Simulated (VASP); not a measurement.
Hf5F, 6 atoms in the cell. Symmetry: P-43m, No. 215, cubic system. Conventional cell: a = 5.278 Å, b = 5.278 Å, c = 5.278 Å, α = 90.00°, β = 90.00°, γ = 90.00°. Hf (site symmetry 3m) has 1 F at 2.08 Å and 1 Hf at 2.49 Å within 2.8 Å. Within 3.3 Å of Hf (site symmetry -43m) lie 4 Hf at 2.49 Å. F (site symmetry -43m) has 4 Hf at 2.08 Å within 2.8 Å. The cell was generated, and may not be a known phase.

* Program: VASP 6.6.1
* Task: single point
* Functional: PBE
* Potentials or basis: VASP PAW PBE potentials, release 64 (Hf_pv, F)
* Cutoff: 520 eV
* k mesh: 4 × 4 × 4
* Occupations: gaussian, width 0.1 eV
* Spin: no spin polarisation
* Dipole correction: no
* Further INCAR settings: ALGO = Normal; EDIFF = 1e-07; NBANDS = 38

Potentials or basis: VASP PAW PBE potentials, release 64 (Hf_pv, F).

Launch:

```bash
$ cat potpaw_PBE.64/Hf_pv/POTCAR potpaw_PBE.64/F/POTCAR > POTCAR
$ mpirun -np 1 vasp_std > vasp.out
```

Hardware: 1 thread of Intel(R) Xeon(R) 6975P-C (Granite Rapids), with other jobs on the host.

Problem. How long does it take, and how much memory?

Solution. It took 39 s on 1 thread of Intel(R) Xeon(R) 6975P-C (Granite Rapids), on a shared host, peak memory 0.25 GiB. Counts: scf iterations 17, k points 10.
